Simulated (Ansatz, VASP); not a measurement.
## One calculation of CdS, two programs

```
Cd S
1.0
     3.45529    0.00000    0.00000
     0.00000    1.89857    3.29673
     0.00000   -1.89857    3.29673
Cd S
1 1
Direct
  0.50000 0.66657 0.66657
  0.00000 0.33343 0.33343
```

Change from the starting cell: species swapped into the CdAg type (Amm2, No. 38).

Alike in both runs: functional PBE; k mesh 3 × 5 × 5; occupations gaussian, width 0.15 eV; no spin polarisation.

Ansatz relaxed the structure, and its values are those at the end. VASP's run is a single point on that final structure, the one shown.

```csv
,VASP,Ansatz
version,VASP 6.6.1,Ansatz 0.2.0
potentials or method,"VASP PAW PBE potentials, release 64 (Cd, S), cutoff 500 eV","scalar-relativistic, plane waves, PAW"
valence electrons in the cell,18,26
```

Ansatz gave:

| Quantity | Value |
| --- | --- |
| gap on the k mesh at the Fermi level (eV) | none |
| pressure (GPa) | -0.1 |

Question: Which values does VASP return?

Answer: gap on the k mesh at the Fermi level (eV): none; pressure (GPa): 0.2.

A gap of «none» marks a metal or a gap that the smearing closes. VASP's potentials hold 18 valence electrons a cell and Ansatz's 26, so a difference there can come from the potentials and not from the codes.

The k mesh is coarse, so the values compare programs but aren't converged.
